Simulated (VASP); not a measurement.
# Si2Sn (P6_3/mmc) in VASP: further runs

Runs on Si2Sn. Level: PBE. Tasks: single point, relaxation of cell and atoms.

All numbers are computed with VASP 6.6.1; they aren't measurements. Logs are shortened: lines on timing, memory, paths and dates and some standing lists are left out, and cuts for length are marked.

### Step 1. The cell of the first run

It takes space group P6_3/mmc (No. 194, hexagonal). Conventional cell: a = 3.049 Å, b = 3.049 Å, c = 14.528 Å, α = 90.00°, β = 90.00°, γ = 120.00°. Si (site symmetry 3m) has 9 Si at 2.99 to 3.05 Å and 3 Sn at 2.99 Å within 3.9 Å. Within 3.9 Å of Sn (site symmetry -6m2) lie 6 Si at 2.99 Å and 6 Sn at 3.05 Å.

### Step 2. Single point, PBE

Contents of INCAR:

```
SYSTEM = Si2Sn
  PREC = Accurate
  ENCUT = 520
  EDIFF = 1E-6
  ISMEAR = 0
  SIGMA = 0.1
  LREAL = .FALSE.
  LASPH = .TRUE.
  NELM = 60
  ALGO = Normal
  ISIF = 2
  LWAVE = .FALSE.
  LCHARG = .FALSE.
  GGA = PE
  NBANDS = 31
```

Contents of KPOINTS:

```
Automatic mesh
0
G
  6 6 2
  0 0 0
```

Contents of POSCAR:

```
Si2Sn
1.0
    3.0485575300      0.0000000000      0.0000000000
   -1.5242787600      2.6401282600      0.0000000000
    0.0000000000      0.0000000000     14.5276783700
Si Sn
4 2
Direct
    0.3333333300      0.6666666700      0.0833333300
    0.3333333300      0.6666666700      0.4166666700
    0.6666666700      0.3333333300      0.9166666700
    0.6666666700      0.3333333300      0.5833333300
    0.3333333300      0.6666666700      0.7500000000
    0.6666666700      0.3333333300      0.2500000000
```

Potentials or basis: VASP PAW PBE potentials, release 64 (Si, Sn_d).

Launch:

```console
cat potpaw_PBE.64/Si/POTCAR potpaw_PBE.64/Sn_d/POTCAR > POTCAR
mpirun -np 1 vasp_std > vasp.out
```

OUTCAR:

```text
SYSTEM = Si2Sn
   PREC = Accurate
   ENCUT = 520
   EDIFF = 1E-6
   ISMEAR = 0
   LREAL = .FALSE.
   LASPH = .TRUE.
   NELM = 60
   ISIF = 2
   GGA = PE

 ion  position               nearest neighbor table
   1  0.333  0.667  0.083-   3 2.99   3 2.99   3 2.99   6 2.99   6 2.99   6 2.99
   2  0.333  0.667  0.417-   4 2.99   4 2.99   4 2.99   6 2.99   6 2.99   6 2.99
   3  0.667  0.333  0.917-   1 2.99   1 2.99   1 2.99   5 2.99   5 2.99   5 2.99
   4  0.667  0.333  0.583-   2 2.99   2 2.99   2 2.99   5 2.99   5 2.99   5 2.99
   5  0.333  0.667  0.750-   3 2.99   4 2.99   3 2.99   4 2.99   3 2.99   4 2.99
   6  0.667  0.333  0.250-   1 2.99   2 2.99   1 2.99   2 2.99   1 2.99   2 2.99

  LATTYP: Found a hexagonal cell.
 ALAT       =     3.0485575300
 C/A-ratio  =     4.7654270018

  Lattice vectors:

 A1 = (   3.0485575300,   0.0000000000,   0.0000000000)
 A2 = (  -1.5242787600,   2.6401282600,   0.0000000000)
 A3 = (   0.0000000000,   0.0000000000,  14.5276783700)

Analysis of symmetry for initial positions (statically):
=====================================================================
 Subroutine PRICEL returns:
 Original cell was already a primitive cell.

 Routine SETGRP: Setting up the symmetry group for a
 hexagonal supercell.

 Subroutine GETGRP returns: Found 24 space group operations
 (whereof 12 operations were pure point group operations)
 out of a pool of 24 trial point group operations.

The static configuration has the point symmetry D_3d.
 The point group associated with its full space group is D_6h.

Analysis of symmetry for dynamics (positions and initial velocities):
=====================================================================
 Subroutine PRICEL returns:
 Original cell was already a primitive cell.

 Routine SETGRP: Setting up the symmetry group for a
 hexagonal supercell.

 Subroutine GETGRP returns: Found 24 space group operations
 (whereof 12 operations were pure point group operations)
 out of a pool of 24 trial point group operations.

The dynamic configuration has the point symmetry D_3d.
 The point group associated with its full space group is D_6h.

 Subroutine INISYM returns: Found 24 space group operations
 (whereof 12 operations are pure point group operations),
 and found     1 'primitive' translations

----------------------------------------------------------------------------------------

                                     Primitive cell

  volume of cell :     116.9272
[... 89 lines left out ...]
   NSW    =      0    number of steps for IOM
   IBRION =     -1    ionic relax: 0-MD 1-quasi-New 2-CG
   NFREE  =      0    steps in history (QN), initial steepest desc. (CG)
   ISIF   =      2    stress and relaxation
   ISYM   =      2    0-nonsym 1-usesym 2-fastsym
   POTIM  = 0.5000    time-step for ionic-motion
   TEBEG  =    0.0;   TEEND  =   0.0 temperature during run
   PSTRESS=    0.0 pullay stress
   NELECT =      44.0000    total number of electrons
   NUPDOWN=      -1.0000    fix difference up-down
   EMIN   =  10.00;   EMAX   =-10.00  energy-range for DOS
   EFERMI =   0.00;   METHOD = LEGACY
   ISMEAR =     0;   SIGMA  =   0.10  broadening in eV -4-tet -1-fermi 0-gaus
   EFERMI_NEDOS =   21; number of points for ismear=-14 and -15
   IALGO  =     38    algorithm
   IMIX   =      4    mixing-type and parameters
     AMIX     =   0.40;   BMIX     =  1.00
     AMIX_MAG =   1.60;   BMIX_MAG =  1.00
  volume/ion in A,a.u.               =      19.49       131.51
  Fermi-wavevector in a.u.,A,eV,Ry     =   1.181918  2.233500 19.006374  1.396929
  Thomas-Fermi vector in A             =   2.318182
   LORBIT       =      0    0 simple, 1 ext, 2 COOP (PROOUT), +10 PAW based schemes
   GGA     = PE    functional components
   LHFCALC =     F    Hartree Fock is set to
   AEXX    =    0.0000 exact exchange contribution
   IVDW    =     0    specifies the selected vdW correction
   LEPSILON=     F    determine dielectric tensor
   LRPA    =     F    only Hartree local field effects (RPA)
 non-spin polarized calculation
 Gauss-broadening in eV      SIGMA  =   0.10
  energy-cutoff  :      520.00
  volume of cell :      116.93
 maximum number of plane-waves:      3164
 NGX is ok and might be reduce to    24
   NGX = 11   NGY = 11   NGZ = 55

 number of electron      43.9999997 magnetization

 Free energy of the ion-electron system (eV)
  ---------------------------------------------------
  ext. energy  EPLUGINS =         0.00000000
  ---------------------------------------------------
  free energy    TOTEN  =       -25.23647171 eV

  energy without entropy =      -25.22677344  energy(sigma->0) =      -25.23162257

 E-fermi :   8.5173     XC(G=0): -10.6950

 val. band max:        8.4321008753   @ k =   0.1667   0.1667   0.0000
 cond. band min:       8.5562551761   @ k =   0.3333   0.0000   0.0000
 fundamental gap:      0.1241543008
 Fermi energy:         8.5172502453

 k-point     1 :       0.0000    0.0000    0.0000
  band No.  band energies     occupation
      1     -13.1471      2.00000
      2     -13.1470      2.00000
      3     -13.1353      2.00000
      4     -13.1353      2.00000
      5     -13.1353      2.00000
      6     -13.1353      2.00000
[... 465 lines left out ...]
     30      11.0856      0.00000
     31      11.3112      0.00000

------------------------ aborting loop because EDIFF is reached ----------------------------------------

  FORCE on cell =-STRESS in cart. coord.  units (eV):
  Direction    XX          YY          ZZ          XY          YZ          ZX
  --------------------------------------------------------------------------------------
  -------------------------------------------------------------------------------------
  Total        3.0823094      3.0823093     -2.3415231      0.0000000     -0.0000000      0.0000000
  in kB       42.2348708     42.2348706    -32.0843610      0.0000001     -0.0000000      0.0000000
  external PRESSURE =      17.4617935 kB  Pullay stress =       0.0000000 kB

 VOLUME and BASIS-vectors are now :
 -----------------------------------------------------------------------------
  energy-cutoff  :      520.00
  volume of cell :      116.93
      direct lattice vectors                 reciprocal lattice vectors
     3.048557530  0.000000000  0.000000000     0.328023988  0.189384738  0.000000000
    -1.524278760  2.640128260  0.000000000     0.000000000  0.378769477  0.000000000
     0.000000000  0.000000000 14.527678370     0.000000000  0.000000000  0.068834123

 POSITION                                       TOTAL-FORCE (eV/Angst)
 -----------------------------------------------------------------------------------
     -0.00000      1.76009      1.21064        -0.000000      0.000000     -1.134858
     -0.00000      1.76009      6.05320        -0.000000      0.000000      1.134858
      1.52428      0.88004     13.31704         0.000000     -0.000000      1.134858
      1.52428      0.88004      8.47448         0.000000     -0.000000     -1.134858
     -0.00000      1.76009     10.89576        -0.000000     -0.000000     -0.000000
      1.52428      0.88004      3.63192         0.000000      0.000000     -0.000000
 -----------------------------------------------------------------------------------
    total drift:                               -0.000003      0.000002      0.000000

  FREE ENERGIE OF THE ION-ELECTRON SYSTEM (eV)
  ---------------------------------------------------
  free  energy   TOTEN  =       -25.2364717056 eV

  energy  without entropy=      -25.2267734371  energy(sigma->0) =      -25.23162257
```

It took 63 s on 1 thread of Intel Xeon 8259CL, shared host; peak memory 0.25 GiB.

Results:

```yaml
Free_energy: -25.2365 eV
Pressure: 1.7 GPa
Largest_force: 1.135 eV/Å
Band_gap_on_the_k_mesh: zero (bands 22 and 23 overlap by 8.80 eV)
```

Forces on the atoms (eV/Å):
```
Si   0.000  0.000 -1.135
Si   0.000  0.000  1.135
Si   0.000  0.000  1.135
Si   0.000  0.000 -1.135
Sn   0.000  0.000  0.000
Sn   0.000  0.000  0.000
```

Stress tensor (GPa, compression positive):
```
 4.22  0.00  0.00
 0.00  4.22  0.00
 0.00  0.00 -3.21
```

Caveat: the k points lie up to 0.40 Å⁻¹ apart, too coarse for converged energies and pressures of a metal; spin-orbit coupling is left out, which moves the levels of the heavy elements; forces of over 1 eV/Å act on the atoms, so gaps and moduli don't describe the material at rest.

### Step 3. Single point, PBE

This run uses another cell than the first one, of 20.04 Å³/atom.

Contents of INCAR:

```
SYSTEM = Si2Sn
PREC = Accurate
ENCUT = 520
EDIFF = 1E-7
ISMEAR = 0
SIGMA = 0.1
LREAL = .FALSE.
LASPH = .TRUE.
NELM = 100
ALGO = Normal
ISIF = 2
LWAVE = .FALSE.
LCHARG = .FALSE.
GGA = PE
NBANDS = 31
```

Contents of KPOINTS:

```
regular mesh
0
G
  6 6 2
  0 0 0
```

Contents of POSCAR:

```
Si2Sn
1.0
    3.1229100181     -0.0000000030      0.0000000000
   -1.5614550065      2.7045194109      0.0000000000
    0.0000000000      0.0000000000     14.2374278197
Si Sn
4 2
Direct
    0.3333333333      0.6666666667      0.0614299032
    0.3333333333      0.6666666667      0.4385700968
    0.6666666667      0.3333333333      0.9385700968
    0.6666666667      0.3333333333      0.5614299032
    0.3333333333      0.6666666667      0.7500000000
    0.6666666667      0.3333333333      0.2500000000
```

Potentials or basis: VASP PAW PBE potentials, release 64 (Si, Sn_d).

Launch:

```console
cat potpaw_PBE.64/Si/POTCAR potpaw_PBE.64/Sn_d/POTCAR > POTCAR
mpirun -np 1 vasp_std > vasp.out
```

OUTCAR:

```text
SYSTEM = Si2Sn
   PREC = Accurate
   ENCUT = 520
   EDIFF = 1E-7
   ISMEAR = 0
   LREAL = .FALSE.
   LASPH = .TRUE.
   NELM = 100
   ISIF = 2
   GGA = PE

 ion  position               nearest neighbor table
   1  0.333  0.667  0.061-   3 2.51   3 2.51   3 2.51   6 3.23   6 3.23   6 3.23
   2  0.333  0.667  0.439-   4 2.51   4 2.51   4 2.51   6 3.23   6 3.23   6 3.23
   3  0.667  0.333  0.939-   1 2.51   1 2.51   1 2.51   5 3.23   5 3.23   5 3.23
   4  0.667  0.333  0.561-   2 2.51   2 2.51   2 2.51   5 3.23   5 3.23   5 3.23
   5  0.333  0.667  0.750-   3 3.23   4 3.23   3 3.23   4 3.23   3 3.23   4 3.23
[... 674 lines left out ...]
  -------------------------------------------------------------------------------------
  Total       -0.1133078     -0.1133078     -0.1193482      0.0000000      0.0000000      0.0000000
  in kB       -1.5096957     -1.5096957     -1.5901765      0.0000000      0.0000000      0.0000000
  external PRESSURE =      -1.5365226 kB  Pullay stress =       0.0000000 kB

 VOLUME and BASIS-vectors are now :
 -----------------------------------------------------------------------------
  energy-cutoff  :      520.00
  volume of cell :      120.25
      direct lattice vectors                 reciprocal lattice vectors
     3.122910018 -0.000000003  0.000000000     0.320214158  0.184875730  0.000000000
    -1.561455006  2.704519411  0.000000000     0.000000000  0.369751460  0.000000000
     0.000000000  0.000000000 14.237427820     0.000000000  0.000000000  0.070237406

 POSITION                                       TOTAL-FORCE (eV/Angst)
 -----------------------------------------------------------------------------------
      0.00000      1.80301      0.87460         0.000000     -0.000000     -0.015253
      0.00000      1.80301      6.24411         0.000000      0.000000      0.015253
      1.56146      0.90151     13.36282        -0.000000     -0.000000      0.015253
      1.56146      0.90151      7.99332         0.000000      0.000000     -0.015253
      0.00000      1.80301     10.67807         0.000000     -0.000000      0.000000
      1.56146      0.90151      3.55936        -0.000000      0.000000      0.000000
 -----------------------------------------------------------------------------------
    total drift:                               -0.000000      0.000000      0.000000

  FREE ENERGIE OF THE ION-ELECTRON SYSTEM (eV)
  ---------------------------------------------------
  free  energy   TOTEN  =       -26.3537716555 eV

  energy  without entropy=      -26.3479158004  energy(sigma->0) =      -26.35084373
```

stdout:

```text
POSCAR found type information on POSCAR SiSn
 POSCAR found :  2 types and       6 ions
 scaLAPACK will be used
 LDA part: xc-table for (Slater+PW92), standard interpolation
 POSCAR, INCAR and KPOINTS ok, starting setup
 FFT: planning ... GRIDC
 FFT: planning ... GRID_SOFT
 FFT: planning ... GRID
 WAVECAR not read
 entering main loop
```

Wall time 94 s (1 thread of Intel Xeon 8259CL, shared host); peak memory 0.25 GiB.

Results:

```
Free energy            : -26.3538 eV
Pressure               : -0.2 GPa
Largest force          : 0.015 eV/Å
Band gap on the k mesh : zero (bands 22 and 23 overlap by 6.41 eV)
```

Forces in eV/Å, atoms in the order of the input:
```
Si   0.000  0.000 -0.015
Si   0.000  0.000  0.015
Si   0.000  0.000  0.015
Si   0.000  0.000 -0.015
Sn   0.000  0.000  0.000
Sn   0.000  0.000  0.000
```

Levels at points of the mesh, in eV from the Fermi level:
```
           k point  band 19  band 20  band 21  band 22  band 23  band 24  band 25  band 26
(0.00, 0.00, 0.00)    -0.02     4.18     4.18     4.22     4.22     4.65     6.46     6.46
(0.50, 0.00, 0.00)    -3.84    -2.54    -1.38    -0.67    -0.65     0.96     1.06     1.21
(0.00, 0.00, 0.50)     2.49     2.49     4.20     4.20     4.20     4.20     6.48     6.48
(0.50, 0.00, 0.50)    -2.86    -2.86    -1.66    -1.66     0.99     0.99     1.01     1.01
```

Caveat: the k points lie up to 0.39 Å⁻¹ apart, too coarse for converged energies and pressures of a metal; spin-orbit coupling is left out, which moves the levels of the heavy elements.

### Step 4. Relaxation of cell and atoms, PBE

Contents of INCAR:

```
SYSTEM = Si2Sn
  PREC = Accurate
  ENCUT = 600
  EDIFF = 1E-6
  ISMEAR = 0
  SIGMA = 0.1
  LREAL = .False.
  LASPH = .True.
  NELM = 60
  ALGO = Normal
  ISIF = 3
  LWAVE = .False.
  LCHARG = .False.
  GGA = PE
  IBRION = 2
  NSW = 90
  EDIFFG = -0.04
```

Contents of KPOINTS:

```
Automatic mesh
0
Gamma
  6 6 2
  0 0 0
```

Contents of POSCAR:

```
Si2Sn
1.0
    3.0485575300      0.0000000000      0.0000000000
   -1.5242787600      2.6401282600      0.0000000000
    0.0000000000      0.0000000000     14.5276783700
Si Sn
4 2
Direct
    0.3333333300      0.6666666700      0.0833333300
    0.3333333300      0.6666666700      0.4166666700
    0.6666666700      0.3333333300      0.9166666700
    0.6666666700      0.3333333300      0.5833333300
    0.3333333300      0.6666666700      0.7500000000
    0.6666666700      0.3333333300      0.2500000000
```

Launch:

```console
cat potpaw_PBE.64/Si/POTCAR potpaw_PBE.64/Sn_d/POTCAR > POTCAR
mpirun -np 1 vasp_std > vasp.out
```

Wall time 10 min (1 thread of Intel Xeon 8259CL, shared host); peak memory 0.28 GiB.

The run converged. Its results:

```yaml
Free_energy: -27.6632 eV
Relaxed_volume: 22.06 Å³/atom
Relaxed_cell: a = 3.716 Å, b = 3.716 Å, c = 11.071 Å, α = 90.00°, β = 90.00°, γ = 120.00°
Space_group_after_relaxing_to_0.1_Å: P6_3/mmc (No. 194)
Energy_gained_by_relaxing: 404.7 meV/atom
Ionic_steps: 15
Pressure_after_relaxing: -0.1 GPa
Largest_force_after_relaxing: 0.008 eV/Å
Band_gap_on_the_k_mesh: zero (bands 22 and 23 overlap by 4.42 eV)
```

Forces in eV/Å, atoms in the order of the input:
```
Si   0.000  0.000  0.008
Si   0.000  0.000 -0.008
Si   0.000  0.000 -0.008
Si   0.000  0.000  0.008
Sn   0.000  0.000  0.000
Sn   0.000  0.000  0.000
```

Stress tensor (GPa, compression positive):
```
-0.15  0.00  0.00
 0.00 -0.15  0.00
 0.00  0.00 -0.01
```

Step by step:
| step | energy change (eV) | largest force (eV/Å) | pressure (GPa) | volume (Å³) |
| --- | --- | --- | --- | --- |
| 1 | 0.0000 | 1.1458 | 1.85 | 116.93 |
| 2 | -0.3477 | 1.1175 | -1.28 | 120.70 |
| 3 | -0.5603 | 0.8838 | -3.84 | 124.80 |
| 4 | -0.7819 | 0.7119 | -4.78 | 132.60 |
| 5 | -1.9569 | 0.5932 | -6.14 | 146.23 |
| 6 | -2.3257 | 0.1426 | -3.42 | 141.00 |
| 7 | -2.3583 | 0.1706 | -2.30 | 139.19 |
| 8 | -2.3584 | 0.1461 | -2.40 | 139.33 |
| 9 | -2.3979 | 0.0896 | -1.50 | 136.65 |
| 10 | -2.4050 | 0.0570 | -0.93 | 135.07 |
| 11 | -2.4197 | 0.1172 | -0.24 | 133.47 |
| 12 | -2.4227 | 0.1606 | 0.28 | 132.37 |
| 13 | -2.4258 | 0.1059 | 0.07 | 132.50 |
| 14 | -2.4270 | 0.0404 | -0.17 | 132.66 |
| 15 | -2.4280 | 0.0078 | -0.11 | 132.36 |

Final structure:
```
CELL_PARAMETERS angstrom
3.71563 0.00000 0.00000
-1.85781 3.21783 0.00000
0.00000 0.00000 11.07054
ATOMIC_POSITIONS crystal
Si 0.33333 0.66667 0.04479
Si 0.33333 0.66667 0.45521
Si 0.66667 0.33333 0.95521
Si 0.66667 0.33333 0.54479
Sn 0.33333 0.66667 0.75000
Sn 0.66667 0.33333 0.25000
```

Levels at points of the mesh, in eV from the Fermi level:
| k point | band 19 | band 20 | band 21 | band 22 | band 23 | band 24 | band 25 | band 26 |
| --- | --- | --- | --- | --- | --- | --- | --- | --- |
| (0.00, 0.00, 0.00) | -0.49 | -0.29 | -0.29 | 2.31 | 2.56 | 3.23 | 3.23 | 3.63 |
| (0.50, 0.00, 0.00) | -2.62 | -2.28 | -1.98 | -1.42 | 0.40 | 1.17 | 1.28 | 1.76 |
| (0.00, 0.00, 0.50) | -0.39 | -0.39 | 1.77 | 1.77 | 3.08 | 3.08 | 3.29 | 3.29 |
| (0.50, 0.00, 0.50) | -2.14 | -2.14 | -1.23 | -1.23 | 0.61 | 0.61 | 1.10 | 1.10 |

Caveat: the k points lie up to 0.33 Å⁻¹ apart in the final cell, too coarse for converged energies and pressures of a metal; a cell axis changed by over 15 % at a fixed basis, so the end point is rough; spin-orbit coupling is left out, which moves the levels of the heavy elements.

### Step 5. The runs side by side

| task | cell | cutoff (eV) | gap on the mesh (eV) | pressure (GPa) | largest force (eV/Å) |
| --- | --- | --- | --- | --- | --- |
| single point | a = 3.049, b = 3.049, c = 14.528 Å, angles 90.0, 90.0, 120.0°, 6 atoms, atomic positions A | 520 | none | 1.7 | 1.13 |
| single point | a = 3.123, b = 3.123, c = 14.237 Å, angles 90.0, 90.0, 120.0°, 6 atoms, atomic positions B | 520 | none | -0.2 | 0.02 |
| relaxation of cell and atoms | relaxed from a = 3.049, b = 3.049, c = 14.528 Å, angles 90.0, 90.0, 120.0°, 6 atoms, atomic positions A | 600 | none | -0.1 | 0.01 |

Alike in all rows: level PBE; potentials or basis VASP PAW PBE potentials, release 64 (Si, Sn_d); no spin polarisation; k mesh 6 × 6 × 2; smearing gaussian 0.1 eV.

Caveats: all runs use coarse meshes; spin-orbit coupling is left out, which moves the levels of the heavy elements; forces of over 1 eV/Å act on the atoms, so gaps and moduli don't describe the material at rest (at least some runs); a cell axis changed by over 15 % at a fixed basis, so the end point is rough (at least some runs).

Absolute energies hang on the potentials; compare differences alone.

The gap in the log of VASP goes by the Fermi energy; the results here count the filled bands.